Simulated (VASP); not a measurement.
Set up this calculation in VASP 6.6.1, as the native input.

```
Task                   : single point
Functional             : LDA
Potentials or basis    : VASP PAW LDA potentials, release 64 (Al, Ga_d, N_h)
Cutoff                 : 1330 eV
k mesh                 : 8 × 8 × 6
Occupations            : gaussian, width 0.05 eV
Spin                   : no spin polarisation
Dipole correction      : no
Further INCAR settings : ALGO = Normal; EDIFF = 1e-06; NBANDS = 21
```

The structure of AlGaN2 lies in POSCAR:

```
AlGaN2
1.0
    3.0937638930      0.0000000000      0.0000000000
    0.0000000000      3.0937638930      0.0000000000
    0.0000000000      0.0000000000      4.3574803709
Al Ga N
1 1 2
Direct
    0.5000000000      0.5000000000      0.5000000000
    0.0000000000      0.0000000000      0.0000000000
    0.5000000000      0.0000000000      0.7382648100
    0.0000000000      0.5000000000      0.2617351900
```

This cell differs from its parent crystal: strain -0.015 along x and y, -0.015 along z.

These files were run (other wordings do the same):

INCAR

```
SYSTEM = AlGaN2
  ALGO = Normal
  EDIFF = 1E-6
  ENCUT = 1330
  GGA = CA
  GGA_COMPAT = .FALSE.
  ISIF = 2
  ISMEAR = 0
  LASPH = .TRUE.
  LCHARG = .TRUE.
  LELF = .TRUE.
  LREAL = .FALSE.
  LVHAR = .TRUE.
  LWAVE = .FALSE.
  NBANDS = 21
  NELM = 120
  PREC = Accurate
  SIGMA = 0.05
```

KPOINTS

```
k-points
0
G
  8 8 6
  0 0 0
```

Potentials or basis: VASP PAW LDA potentials, release 64 (Al, Ga_d, N_h).

Command:

```sh
$ cat potpaw_LDA.64/Al/POTCAR potpaw_LDA.64/Ga_d/POTCAR potpaw_LDA.64/N_h/POTCAR > POTCAR
$ mpirun -np 1 vasp_std > vasp.out
```

It gave:

```yaml
Pressure: 5.1 GPa
Largest_force: 0.175 eV/Å
Band_gap_on_the_k_mesh: 3.21 eV
```

Caveat: the cell differs from its parent crystal (strain -0.015 along x and y, -0.015 along z); the cell stands under pressure.

Run time: 2.1 min on 1 thread of Intel(R) Xeon(R) Platinum 8488C (Sapphire Rapids), with other jobs on the host, peak memory 0.37 GiB.
